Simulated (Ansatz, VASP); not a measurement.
# Two plane-wave programs on TiAl3

```
CELL_PARAMETERS angstrom
-1.88528 1.88528 4.22281
1.88528 -1.88528 4.22281
1.88528 1.88528 -4.22281
ATOMIC_POSITIONS crystal
Ti 0.00000 0.00000 0.00000
Al 0.25000 0.75000 0.50000
Al 0.75000 0.25000 0.50000
Al 0.50000 0.50000 0.00000
```

Alike in both runs: task single point; functional LDA; k mesh 10 × 10 × 10; occupations fermi-dirac, width 0.05 eV; no spin polarisation.

|  | VASP | Ansatz |
| --- | --- | --- |
| version | VASP 6.6.1 | Ansatz 0.2.0 |
| potentials or method | VASP PAW LDA potentials, release 64 (Ti_sv, Al) | Ansatz PAW |
| plane-wave cutoff (eV) | 520 | 420 |
| valence electrons in the cell | 21 | 21 |

```csv
,VASP,Ansatz,Ansatz less VASP
gap on the k mesh at the Fermi level (eV),none,none,-
pressure (GPa),1.2,1.1,-0.09
"traceless stress, the component that is largest in VASP (GPa)",0.11,0.12,+0.010
```

LDA's correlation is that of Perdew and Zunger in VASP and of Perdew and Wang (1992) in Ansatz. A gap of «none» marks a metal or a gap that the smearing closes.
